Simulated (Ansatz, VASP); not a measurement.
## One calculation of Y, two programs

INCAR

```
  ALGO = Fast
  EDIFF = 1E-6
  ENCUT = 520
  GGA = PE
  ISIF = 2
  ISMEAR = 0
  LASPH = T
  LCHARG = T
  LELF = T
  LREAL = F
  LVHAR = T
  LWAVE = F
  NBANDS = 18
  NELM = 60
  PREC = Accurate
  SIGMA = 0.15
```

KPOINTS

```
k-points
0
Gamma
  18 18 8
```

The input POSCAR:

```
Y
1.0
    3.5602117562      0.0000000000      0.0000000000
   -1.7801058781      3.0832338237      0.0000000000
    0.0000000000      0.0000000000      5.7474000000
Y
2
Direct
    0.3333333333      0.6666666667      0.2500000000
    0.6666666667      0.3333333333      0.7500000000
```

Input for Ansatz:

```yaml
crystal:
  lattice:
    - [3.5602117562, 0.0, 0.0]
    - [-1.7801058781, 3.0832338237, 0.0]
    - [0.0, 0.0, 5.7474]
  atoms:
    - { symbol: "Y", position: [0.3333333333, 0.6666666667, 0.25] }
    - { symbol: "Y", position: [0.6666666667, 0.3333333333, 0.75] }
basis:
  ecutwfc: 420
kpoints:
  mp_grid: { grid: [18, 18, 8] }
hamiltonian:
  xc: pbe
scf:
  occupations: { method: gaussian, width: 0.15 }
output:
  forces: true
  stress: true
  eigenvalues: true
```

Change from the starting cell: strain -0.025 along x and y, +0.000 along z, atoms carried along.

Alike in both runs: task single point; functional PBE; k mesh 18 × 18 × 8; occupations gaussian, width 0.15 eV; no spin polarisation.

|  | VASP | Ansatz |
| --- | --- | --- |
| version | VASP 6.6.1 | Ansatz 0.2.0 |
| potentials or method | VASP PAW PBE potentials, release 64 (Y_sv), cutoff 520 eV | scalar-relativistic, plane waves, PAW |
| valence electrons in the cell | 22 | 22 |

|  | VASP | Ansatz | Ansatz less VASP |
| --- | --- | --- | --- |
| gap on the k mesh at the Fermi level (eV) | none | none | - |
| pressure (GPa) | 1.6 | 1.8 | +0.12 |
| traceless stress, the component that is largest in VASP (GPa) | -1.42 | -1.42 | -0.007 |

A gap of «none» marks a metal or a gap that the smearing closes.
